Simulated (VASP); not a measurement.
Write the native input for VASP 6.6.1 that does the following.

- Task: relaxation of cell and atoms
- Functional: PBEsol
- Potentials or basis: VASP PAW PBE potentials, release 64 (Sb)
- Cutoff: 600 eV
- k mesh: 12 × 12 × 12
- Occupations: fermi-dirac, width 0.05 eV
- Spin: no spin polarisation
- Target pressure: 2 GPa
- Dipole correction: no
- Further INCAR settings: ALGO = Normal; EDIFF = 1e-06; IBRION = 2; EDIFFG = -0.01; NSW = 60; ISIF = 3

The structure of Sb lies in POSCAR:

```
Sb
1.0
   -1.5765401831      1.5765401831      2.7119384313
    1.5765401831     -1.5765401831      2.7119384313
    1.5765401831      1.5765401831     -2.7119384313
Sb
1
Direct
    0.0000000000      0.0000000000      0.0000000000
```

One way to write it, as run:

INCAR

```
ALGO = Normal ; EDIFF = 1E-6
EDIFFG = -0.01 ; ENCUT = 600
GGA = PS ; IBRION = 2
ISIF = 3 ; ISMEAR = -1
LASPH = T ; LCHARG = F
LREAL = F ; LWAVE = F
NELM = 100 ; NSW = 60
PREC = Accurate ; PSTRESS = 20.0
SIGMA = 0.05
```

KPOINTS

```
k-points
0
Gamma
  12 12 12
```

Potentials or basis: VASP PAW PBE potentials, release 64 (Sb).

Launch:

```bash
$ cat potpaw_PBE.64/Sb/POTCAR > POTCAR
$ mpirun -np 1 vasp_std > vasp.out
```

It gave:

* Relaxed volume: 25.60 Å³/atom
* Relaxed cell: a = 3.405 Å, b = 3.405 Å, c = 3.405 Å, α = 124.81°, β = 124.81°, γ = 81.85°
* Space group after relaxing (to 0.05 Å): I4/mmm (No. 139)
* Energy change on relaxing (the enthalpy is what falls): -1.8 meV/atom
* Ionic steps: 9
* Pressure after relaxing: 2.0 GPa

Caveat: the cell is relaxed towards a set pressure, so the enthalpy falls and the energy may rise; the PAW data sets were made with another functional, which shifts forces and pressure a little.

Wall time 100 s on 1 thread of Intel(R) Xeon(R) Platinum 8375C CPU @ 2.90GHz (Ice Lake), on a shared host, peak memory 0.19 GiB.
